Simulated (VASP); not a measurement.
# Ga3N2 (Pm-3m) in VASP: a series of runs

Ga3N2 is run at these levels: PBE; tasks: single point, relaxation of cell and atoms.

Program: VASP 6.6.1. These are calculated values, not measurements. Logs are shortened: lines on timing, memory, paths and dates and some standing lists are left out, and cuts for length are marked.

## Step 1: The cell of the first run

The structure is cubic, space group Pm-3m (No. 221). The conventional cell has a = 4.200 Å, b = 4.200 Å, c = 4.200 Å, α = 90.00°, β = 90.00°, γ = 90.00°. Ga (site symmetry 4/mmm) has 2 N at 2.10 Å within 2.8 Å. N (site symmetry m-3m) has 12 Ga at 2.97 Å and 8 N at 3.64 Å within 3.9 Å. Within 2.8 Å of N (site symmetry m-3m) lie 6 Ga at 2.10 Å.

## Step 2: Single point, PBE

INCAR

```
PREC = Accurate
ENCUT = 520
EDIFF = 1E-6
ISMEAR = 0
SIGMA = 0.1
LREAL = False
LASPH = True
NELM = 100
ALGO = Normal
ISIF = 2
LWAVE = False
LCHARG = False
GGA = PE
NBANDS = 32
```

KPOINTS

```
Automatic mesh
0
Gamma
  10 10 10
```

POSCAR

```
Ga3N2
1.0
    4.2004489050      0.0000000000      0.0000000000
    0.0000000000      4.2004489050      0.0000000000
    0.0000000000      0.0000000000      4.2004489050
Ga N
3 2
Direct
    0.0000000000      0.5000000000      0.5000000000
    0.5000000000      0.0000000000      0.5000000000
    0.5000000000      0.5000000000      0.0000000000
    0.0000000000      0.0000000000      0.0000000000
    0.5000000000      0.5000000000      0.5000000000
```

Potentials or basis: VASP PAW PBE potentials, release 64 (Ga_d, N).

Started as:

```console
> cat potpaw_PBE.64/Ga_d/POTCAR potpaw_PBE.64/N/POTCAR > POTCAR
> mpirun -np 1 vasp_std > vasp.out
```

OUTCAR:

```text
PREC = Accurate
   ENCUT = 520
   EDIFF = 1E-6
   ISMEAR = 0
   LREAL = False
   LASPH = True
   NELM = 100
   ISIF = 2
   GGA = PE

 ion  position               nearest neighbor table
   1  0.000  0.500  0.500-   5 2.10   5 2.10
   2  0.500  0.000  0.500-   5 2.10   5 2.10
   3  0.500  0.500  0.000-   5 2.10   5 2.10
   4  0.000  0.000  0.000-
   5  0.500  0.500  0.500-   1 2.10   2 2.10   3 2.10   3 2.10   2 2.10   1 2.10

  LATTYP: Found a simple cubic cell.
 ALAT       =     4.2004489050

  Lattice vectors:

 A1 = (   4.2004489050,   0.0000000000,   0.0000000000)
 A2 = (   0.0000000000,   4.2004489050,   0.0000000000)
 A3 = (   0.0000000000,   0.0000000000,   4.2004489050)

Analysis of symmetry for initial positions (statically):
=====================================================================
 Subroutine PRICEL returns:
 Original cell was already a primitive cell.

 Routine SETGRP: Setting up the symmetry group for a
 simple cubic supercell.

 Subroutine GETGRP returns: Found 48 space group operations
 (whereof 48 operations were pure point group operations)
 out of a pool of 48 trial point group operations.

The static configuration has the point symmetry O_h .

Analysis of symmetry for dynamics (positions and initial velocities):
=====================================================================
 Subroutine PRICEL returns:
 Original cell was already a primitive cell.

 Routine SETGRP: Setting up the symmetry group for a
 simple cubic supercell.

 Subroutine GETGRP returns: Found 48 space group operations
 (whereof 48 operations were pure point group operations)
 out of a pool of 48 trial point group operations.

The dynamic configuration has the point symmetry O_h .

 Subroutine INISYM returns: Found 48 space group operations
 (whereof 48 operations are pure point group operations),
 and found     1 'primitive' translations

----------------------------------------------------------------------------------------

                                     Primitive cell

  volume of cell :      74.1118

  direct lattice vectors                    reciprocal lattice vectors
     4.200448905  0.000000000  0.000000000     0.238069793  0.000000000  0.000000000
     0.000000000  4.200448905  0.000000000     0.000000000  0.238069793  0.000000000
     0.000000000  0.000000000  4.200448905     0.000000000  0.000000000  0.238069793

  length of vectors
     4.200448905  4.200448905  4.200448905     0.238069793  0.238069793  0.238069793

  position of ions in fractional coordinates (direct lattice)
     0.000000000  0.500000000  0.500000000
     0.500000000  0.000000000  0.500000000
     0.500000000  0.500000000  0.000000000
     0.000000000  0.000000000  0.000000000
     0.500000000  0.500000000  0.500000000

  ion indices of the primitive-cell ions
   primitive index   ion index
                 1           1
                 2           2
                 3           3
                 4           4
                 5           5

----------------------------------------------------------------------------------------

 KPOINTS: Automatic mesh

Automatic generation of k-mesh.
 Grid dimensions read from file:
 generate k-points for:   10   10   10

 Generating k-lattice:

  Cartesian coordinates                     Fractional coordinates (reciprocal lattice)
     0.023806979  0.000000000  0.000000000     0.100000000  0.000000000  0.000000000
     0.000000000  0.023806979  0.000000000     0.000000000  0.100000000  0.000000000
     0.000000000  0.000000000  0.023806979     0.000000000  0.000000000  0.100000000

  Length of vectors
     0.023806979  0.023806979  0.023806979

  Shift w.r.t. Gamma in fractional coordinates (k-lattice)
     0.000000000  0.000000000  0.000000000

 Subroutine IBZKPT returns following result:
 ===========================================

 Found     56 irreducible k-points:

 Following reciprocal coordinates:
            Coordinates               Weight
  0.000000  0.000000  0.000000      1.000000
  0.100000  0.000000  0.000000      6.000000
  0.200000  0.000000  0.000000      6.000000
  0.300000  0.000000  0.000000      6.000000
  0.400000  0.000000  0.000000      6.000000
  0.500000  0.000000  0.000000      3.000000
[... 16 lines left out ...]
  0.200000  0.100000  0.100000     24.000000
  0.300000  0.100000  0.100000     24.000000
 [... further k-points ...]
   k-points           NKPTS =     56   k-points in BZ     NKDIM =     56   number of bands    NBANDS=     32
   number of dos      NEDOS =    301   number of ions     NIONS =      5
   total plane-waves  NPLWV =  32768
   dimension x,y,z NGX =    32 NGY =   32 NGZ =   32
   dimension x,y,z NGXF=    64 NGYF=   64 NGZF=   64
   ions per type =               3   2
   NGX,Y,Z   is equivalent  to a cutoff of  12.67, 12.67, 12.67 a.u.
   NGXF,Y,Z  is equivalent  to a cutoff of  25.33, 25.33, 25.33 a.u.
 SYSTEM =  unknown system
   PREC   = accura    normal or accurate (medium, high low for compatibility)
   ISTART =      0    job   : 0-new  1-cont  2-samecut
   ICHARG =      2    charge: 1-file 2-atom 10-const
   ISPIN  =      1    spin polarized calculation?
   LNONCOLLINEAR =      F non collinear calculations
   LSORBIT =      F    spin-orbit coupling
   LASPH  =      T    aspherical Exc in radial PAW
   ENCUT  =  520.0 eV  38.22 Ry    6.18 a.u.   7.81  7.81  7.81*2*pi/ulx,y,z
   NELM   =    100;   NELMIN=  2; NELMDL= -5     # of ELM steps
   EDIFF  = 0.1E-05   stopping-criterion for ELM
   LREAL  =      F    real-space projection
   EDIFFG = 0.1E-04   stopping-criterion for IOM
   NSW    =      0    number of steps for IOM
   IBRION =     -1    ionic relax: 0-MD 1-quasi-New 2-CG
   NFREE  =      0    steps in history (QN), initial steepest desc. (CG)
   ISIF   =      2    stress and relaxation
   ISYM   =      2    0-nonsym 1-usesym 2-fastsym
   POTIM  = 0.5000    time-step for ionic-motion
   TEBEG  =    0.0;   TEEND  =   0.0 temperature during run
   PSTRESS=    0.0 pullay stress
   NELECT =      49.0000    total number of electrons
   NUPDOWN=      -1.0000    fix difference up-down
   EMIN   =  10.00;   EMAX   =-10.00  energy-range for DOS
   EFERMI =   0.00;   METHOD = LEGACY
   ISMEAR =     0;   SIGMA  =   0.10  broadening in eV -4-tet -1-fermi 0-gaus
   EFERMI_NEDOS =   21; number of points for ismear=-14 and -15
   IALGO  =     38    algorithm
   IMIX   =      4    mixing-type and parameters
     AMIX     =   0.40;   BMIX     =  1.00
     AMIX_MAG =   1.60;   BMIX_MAG =  1.00
  volume/ion in A,a.u.               =      14.82       100.03
  Fermi-wavevector in a.u.,A,eV,Ry     =   1.426191  2.695111 27.674549  2.034022
  Thomas-Fermi vector in A             =   2.546495
   LORBIT       =      0    0 simple, 1 ext, 2 COOP (PROOUT), +10 PAW based schemes
   GGA     = PE    functional components
   LHFCALC =     F    Hartree Fock is set to
   AEXX    =    0.0000 exact exchange contribution
   IVDW    =     0    specifies the selected vdW correction
   LEPSILON=     F    determine dielectric tensor
   LRPA    =     F    only Hartree local field effects (RPA)
 non-spin polarized calculation
 Gauss-broadening in eV      SIGMA  =   0.10
  energy-cutoff  :      520.00
  volume of cell :       74.11
 maximum number of plane-waves:      2016
 NGX is ok and might be reduce to    32
   NGX = 15   NGY = 15   NGZ = 15

 number of electron      48.9999968 magnetization

 Free energy of the ion-electron system (eV)
  ---------------------------------------------------
  ext. energy  EPLUGINS =         0.00000000
  ---------------------------------------------------
  free energy    TOTEN  =       -19.68211658 eV

  energy without entropy =      -19.66683647  energy(sigma->0) =      -19.67447653

 E-fermi :   5.0194     XC(G=0): -10.9962

 val. band max:        5.0143567128   @ k =   0.4000   0.2000   0.2000
 cond. band min:       5.0313686522   @ k =   0.5000   0.5000   0.3000
 fundamental gap:      0.0170119394
 Fermi energy:         5.0193903972

 k-point     1 :       0.0000    0.0000    0.0000
  band No.  band energies     occupation
      1     -12.7669      2.00000
      2     -10.2087      2.00000
      3     -10.2087      2.00000
      4     -10.2087      2.00000
      5     -10.1137      2.00000
      6     -10.1137      2.00000
[... 24 lines left out ...]
     31      10.5721      0.00000
     32      10.5721      0.00000

 k-point     2 :       0.1000    0.0000    0.0000
  band No.  band energies     occupation
      1     -12.7337      2.00000
      2     -10.2072      2.00000
      3     -10.2017      2.00000
      4     -10.2017      2.00000
      5     -10.1125      2.00000
      6     -10.1085      2.00000
[... 24 lines left out ...]
     31      10.2541      0.00000
     32      10.2541      0.00000

 k-point     3 :       0.2000    0.0000    0.0000
  band No.  band energies     occupation
      1     -12.6424      2.00000
      2     -10.2030      2.00000
      3     -10.1810      2.00000
      4     -10.1810      2.00000
      5     -10.1096      2.00000
      6     -10.0937      2.00000
[... 24 lines left out ...]
     31       9.7335      0.00000
     32       9.7335      0.00000

 k-point     4 :       0.3000    0.0000    0.0000
  band No.  band energies     occupation
      1     -12.5195      2.00000
      2     -10.1975      2.00000
      3     -10.1475      2.00000
      4     -10.1475      2.00000
      5     -10.1062      2.00000
      6     -10.0722      2.00000
[... 654 lines left out ...]
     31      10.0864      0.00000
     32      10.8552      0.00000

 k-point    23 :       0.2000    0.1000    0.1000
  band No.  band energies     occupation
      1     -12.5733      2.00000
      2     -10.1959      2.00000
      3     -10.1745      2.00000
      4     -10.1743      2.00000
      5     -10.1005      2.00000
      6     -10.0880      2.00000
[... 24 lines left out ...]
     31      10.2581      0.00000
     32      10.6679      0.00000

 k-point    24 :       0.3000    0.1000    0.1000
  band No.  band energies     occupation
      1     -12.4476      2.00000
      2     -10.1897      2.00000
      3     -10.1501      2.00000
      4     -10.1471      2.00000
      5     -10.0997      2.00000
      6     -10.0659      2.00000
[... 24 lines left out ...]
     31      10.1439      0.00000
     32      10.3319      0.00000

 [... further k-points ...]

------------------------ aborting loop because EDIFF is reached ----------------------------------------

  FORCE on cell =-STRESS in cart. coord.  units (eV):
  Direction    XX          YY          ZZ          XY          YZ          ZX
  --------------------------------------------------------------------------------------
  -------------------------------------------------------------------------------------
  Total        0.1310102      0.1310102      0.1310102      0.0000000      0.0000000     -0.0000000
  in kB        2.8322304      2.8322304      2.8322304      0.0000000      0.0000000     -0.0000000
  external PRESSURE =       2.8322304 kB  Pullay stress =       0.0000000 kB

 VOLUME and BASIS-vectors are now :
 -----------------------------------------------------------------------------
  energy-cutoff  :      520.00
  volume of cell :       74.11
      direct lattice vectors                 reciprocal lattice vectors
     4.200448905  0.000000000  0.000000000     0.238069793  0.000000000  0.000000000
     0.000000000  4.200448905  0.000000000     0.000000000  0.238069793  0.000000000
     0.000000000  0.000000000  4.200448905     0.000000000  0.000000000  0.238069793

 POSITION                                       TOTAL-FORCE (eV/Angst)
 -----------------------------------------------------------------------------------
      0.00000      2.10022      2.10022         0.000000      0.000000      0.000000
      2.10022      0.00000      2.10022         0.000000      0.000000      0.000000
      2.10022      2.10022      0.00000         0.000000      0.000000      0.000000
      0.00000      0.00000      0.00000         0.000000      0.000000      0.000000
      2.10022      2.10022      2.10022         0.000000      0.000000      0.000000
 -----------------------------------------------------------------------------------
    total drift:                                0.000000     -0.000000     -0.000000

  FREE ENERGIE OF THE ION-ELECTRON SYSTEM (eV)
  ---------------------------------------------------
  free  energy   TOTEN  =       -19.6821165814 eV

  energy  without entropy=      -19.6668364739  energy(sigma->0) =      -19.67447653
```

Wall time 70 s (1 thread of Intel Xeon Platinum 8488C (Sapphire Rapids), shared host); peak memory 0.23 GiB.

Results:

* Free energy: -19.6821 eV
* Pressure: 0.3 GPa

## Step 3: Relaxation of cell and atoms, PBE

This run uses another cell than the first one, of 14.60 Å³/atom, 0.985 times its volume.

INCAR

```
PREC = Accurate
ENCUT = 600
EDIFF = 1E-6
ISMEAR = 0
SIGMA = 0.1
LREAL = F
LASPH = T
NELM = 100
ALGO = Normal
ISIF = 3
LWAVE = F
LCHARG = F
GGA = PE
IBRION = 2
NSW = 100
EDIFFG = -0.01
```

KPOINTS

```
regular mesh
0
Gamma
  10 10 10
```

Edit POSCAR of step 2 so:

```diff
@@ -2,5 +2,5 @@
 1.0
-    4.2004489050      0.0000000000      0.0000000000
-    0.0000000000      4.2004489050      0.0000000000
-    0.0000000000      0.0000000000      4.2004489050
+    4.1798029988      0.0000000000      0.0000000000
+    0.0000000000      4.1798029988      0.0000000000
+    0.0000000000      0.0000000000      4.1798029988
 Ga N
```

Potentials or basis: VASP PAW PBE potentials, release 64 (Ga_d, N).

Started as:

```console
> cat potpaw_PBE.64/Ga_d/POTCAR potpaw_PBE.64/N/POTCAR > POTCAR
> mpirun -np 1 vasp_std > vasp.out
```

Run time: 2.8 min. Hardware: 1 thread of Intel Xeon Platinum 8488C (Sapphire Rapids), shared host; peak memory 0.28 GiB.

Results (log left out):

| Item | Value |
| --- | --- |
| Free energy | -19.6842 eV |
| Relaxed volume | 14.87 Å³/atom |
| Relaxed cell | a = 4.205 Å, b = 4.205 Å, c = 4.205 Å, α = 90.00°, β = 90.00°, γ = 90.00° |
| Space group after relaxing (to 0.05 Å) | Pm-3m (No. 221) |
| Energy gained by relaxing | 1.0 meV/atom |
| Ionic steps | 2 |
| Pressure after relaxing | -0.1 GPa |

The path:
```csv
step,energy change (eV),largest force (eV/Å),pressure (GPa),volume (Å³)
1,0.0000,0.0000,1.35,73.02
2,-0.0052,0.0000,-0.06,74.33
```

Final structure:
```
CELL_PARAMETERS angstrom
4.20459 0.00000 0.00000
0.00000 4.20459 0.00000
0.00000 0.00000 4.20459
ATOMIC_POSITIONS crystal
Ga 0.00000 0.50000 0.50000
Ga 0.50000 0.00000 0.50000
Ga 0.50000 0.50000 0.00000
N 0.00000 0.00000 0.00000
N 0.50000 0.50000 0.50000
```

Levels at points of the mesh, in eV from the Fermi level:
| k point | band 22 | band 23 | band 24 | band 25 | band 26 | band 27 |
| --- | --- | --- | --- | --- | --- | --- |
| (0.00, 0.00, 0.00) | -2.28 | -2.28 | -1.36 | -1.36 | -1.36 | 4.94 |
| (0.50, 0.00, 0.00) | -1.61 | -1.56 | -1.56 | 0.81 | 0.87 | 2.39 |
| (0.50, 0.50, 0.00) | -1.75 | -1.75 | -1.11 | -1.02 | 2.52 | 2.52 |
| (0.50, 0.50, 0.50) | -3.73 | -3.73 | 1.84 | 1.84 | 1.84 | 2.56 |

## Step 4: Single point, PBE, collinear spin, ferromagnetic start

This run uses another cell than the first one, of 17.77 Å³/atom, 1.199 times its volume.

INCAR

```
PREC = Accurate ; ENCUT = 520
EDIFF = 1E-6 ; ISMEAR = 0
SIGMA = 0.1 ; LREAL = False
LASPH = True ; NELM = 150
ALGO = Normal ; ISIF = 2
LWAVE = False ; LCHARG = False
ISPIN = 2 ; MAGMOM = 0 0 0 1 1
LORBIT = 11 ; GGA = PE
NBANDS = 36
```

KPOINTS

```
Automatic mesh
0
Gamma
  4 4 4
```

Edit POSCAR of step 3 so:

```diff
@@ -2,5 +2,5 @@
 1.0
-    4.1798029988      0.0000000000      0.0000000000
-    0.0000000000      4.1798029988      0.0000000000
-    0.0000000000      0.0000000000      4.1798029988
+    4.4626497000      0.0000000000      0.0000000000
+    0.0000000000      4.4626497000      0.0000000000
+    0.0000000000      0.0000000000      4.4626497000
 Ga N
```

Started as:

```console
> cat potpaw_PBE.64/Ga_d/POTCAR potpaw_PBE.64/N/POTCAR > POTCAR
> mpirun -np 1 vasp_std > vasp.out
```

Run time: 62 s. Hardware: 1 thread of Intel Xeon Platinum 8488C (Sapphire Rapids), shared host; peak memory 0.25 GiB.

Results (log left out):

```
Free energy                                           : -19.0358 eV
Pressure                                              : -9.0 GPa
Net moment                                            : 0.00 μB per cell
Valence electrons inside the program's atomic spheres : Ga 11.38; N 3.31, 3.56
```

Levels at points of the mesh, in eV from the Fermi level:
Spin up:
```csv
k point,band 21,band 22,band 23,band 24,band 25,band 26,band 27,band 28
"(0.00, 0.00, 0.00)",-4.66,-2.47,-2.47,-0.86,-0.86,-0.86,4.45,4.45
"(0.50, 0.00, 0.00)",-4.56,-2.04,-1.02,-1.02,0.61,0.80,2.60,3.65
"(0.50, 0.50, 0.00)",-3.18,-1.19,-1.19,-0.64,-0.60,2.07,2.07,2.65
"(0.50, 0.50, 0.50)",-2.76,-2.76,-2.76,1.49,1.49,1.49,2.36,2.36
```
Spin down:
```csv
k point,band 22,band 23,band 24,band 25,band 26,band 27
"(0.00, 0.00, 0.00)",-2.47,-2.47,-0.86,-0.86,-0.86,4.45
"(0.50, 0.00, 0.00)",-2.04,-1.02,-1.02,0.61,0.80,2.60
"(0.50, 0.50, 0.00)",-1.19,-1.19,-0.64,-0.60,2.07,2.07
"(0.50, 0.50, 0.50)",-2.76,-2.76,1.49,1.49,1.49,2.36
```

## Step 5: The runs side by side

| task | spin | cell | k mesh | cutoff (eV) | gap on the mesh (eV) | pressure (GPa) |
| --- | --- | --- | --- | --- | --- | --- |
| single point | off | a = 4.200 Å, 5 atoms | 10 × 10 × 10 | 520 | none | 0.3 |
| relaxation of cell and atoms | off | relaxed from a = 4.180 Å, 5 atoms | 10 × 10 × 10 | 600 | none | -0.1 |
| single point | collinear, ferromagnetic start | a = 4.463 Å, 5 atoms | 4 × 4 × 4 | 520 | none | -9.0 |

Alike in all rows: level PBE; potentials or basis VASP PAW PBE potentials, release 64 (Ga_d, N); smearing gaussian 0.1 eV.

Absolute energies hang on the potentials; compare differences alone.
